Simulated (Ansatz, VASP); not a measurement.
## NaH: VASP beside Ansatz

```
Na H
1.0
     0.00000    2.50340    2.50340
     2.50340    0.00000    2.50340
     2.50340    2.50340    0.00000
Na H
1 1
Direct
  0.00000 0.00000 0.00000
  0.50000 0.50000 0.50000
```

Alike in both runs: task single point; functional PBE; k mesh 8 × 8 × 8; no spin polarisation.

```csv
,VASP,Ansatz
version,VASP 6.6.1,Ansatz 0.2.0
potentials or method,"VASP PAW PBE potentials, release 64 (Na_pv, H), cutoff 520 eV","plane waves, PAW"
occupations,"gaussian, width 0.01 eV",fixed
valence electrons in the cell,8,10
```

Ansatz gave:

* pressure (GPa): -2.0

Question: Which values does VASP return?

Answer: Pressure (GPa): -2.1.

VASP's potentials hold 8 valence electrons a cell and Ansatz's 10, so a difference there can come from the potentials and not from the codes.
